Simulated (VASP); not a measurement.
Here is a VASP 6.6.1 calculation.

INCAR

```
ALGO = Normal
DIPOL = 0.5 0.5 0.309
EDIFF = 1E-6
ENCUT = 520
GGA = PE
IDIPOL = 3
ISIF = 2
ISMEAR = 0
LASPH = T
LCHARG = F
LDIPOL = T
LREAL = F
LWAVE = F
NBANDS = 30
NELM = 60
PREC = Accurate
SIGMA = 0.1
```

File KPOINTS:

```
k-points
0
Gamma
  5 5 1
```

Contents of POSCAR:

```
Al
1.0
    5.7135165837      0.0000000000      0.0000000000
    0.0000000000      5.7135165837      0.0000000000
    0.0000000000      0.0000000000     19.6746954317
Al
12
Direct
    0.2500000000      0.2500000000      0.2033068321
    0.2500000000      0.7500000000      0.2033068321
    0.7500000000      0.2500000000      0.2033068321
    0.7500000000      0.7500000000      0.2033068321
    0.0000000000      0.0000000000      0.3092728609
    0.0000000000      0.5000000000      0.3092728609
    0.5000000000      0.0000000000      0.3092728609
    0.5000000000      0.5000000000      0.3092728609
    0.2500000000      0.2500000000      0.4154928578
    0.2500000000      0.7500000000      0.4154928578
    0.7500000000      0.2500000000      0.4154928578
    0.7500000000      0.7500000000      0.4154928578
```

Potentials or basis: VASP PAW PBE potentials, release 64 (Al).

Command:

```sh
$ cat potpaw_PBE.64/Al/POTCAR > POTCAR
$ mpirun -np 1 vasp_std > vasp.out
```

What does it give for the band gap on the k mesh?

Zero (band 18 reaches -0.22 eV, above the bottom of band 19 at -0.73 eV).

What does it give for the largest force?

0.030 eV/Å.

Forces in eV/Å, atoms in the order of the input:
```
Al   0.000  0.000  0.020
Al   0.000  0.000  0.020
Al   0.000  0.000  0.020
Al   0.000  0.000  0.020
Al   0.000  0.000  0.011
Al   0.000  0.000  0.011
Al   0.000  0.000  0.011
Al   0.000  0.000  0.011
Al   0.000  0.000 -0.030
Al   0.000  0.000 -0.030
Al   0.000  0.000 -0.030
Al   0.000  0.000 -0.030
```
